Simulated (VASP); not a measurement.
Mo: single point with PBEsol

Mo, a slab with vacuum:

```
Mo
1.0
     2.71015    0.00000    0.00000
    -0.90338    2.55516    0.00000
     0.00000    0.00000   24.85130
Mo
5
Direct
  0.00000 0.00000 0.32559
  0.50000 0.50000 0.41049
  0.00000 0.00000 0.50000
  0.50000 0.50000 0.58951
  0.00000 0.00000 0.67441
```

```json
{"Program": "VASP 6.6.1", "Task": "single point", "Functional": "PBEsol", "Potentials or basis": "VASP PAW PBE potentials, release 64 (Mo_sv)", "Cutoff": "520 eV", "k mesh": "13 × 13 × 1", "Occupations": "fermi-dirac, width 0.08 eV", "Spin": "no spin polarisation", "Dipole correction": "yes", "Electric field (eV/Å)": "-0.1 eV/Å", "Further INCAR settings": "ALGO = Normal; EDIFF = 1e-06; NBANDS = 43; EFIELD = -0.1"}
```

```yaml
Largest_force: 0.035 eV/Å
Band_gap_on_the_k_mesh: zero (bands 35 and 36 overlap by 2.30 eV)
```

Forces on the atoms (eV/Å):
```
Mo   0.000  0.000 -0.035
Mo   0.000  0.000  0.011
Mo   0.000  0.000 -0.003
Mo   0.000  0.000 -0.002
Mo   0.000  0.000  0.028
```

Levels at points of the mesh, in eV from the Fermi level:
| k point | band 31 | band 32 | band 33 | band 34 | band 35 | band 36 | band 37 | band 38 | band 39 | band 40 |
| --- | --- | --- | --- | --- | --- | --- | --- | --- | --- | --- |
| (0.00, 0.00, 0.00) | -1.49 | -1.35 | -1.31 | -1.22 | -0.92 | -0.40 | 0.51 | 1.10 | 1.28 | 1.31 |

Wall time 19 min on 1 thread of Oxide Virtual Turin-like Processor (shared host), peak memory 0.38 GiB.

Caveat: the PAW data sets were made with another functional, which shifts forces and pressure a little.
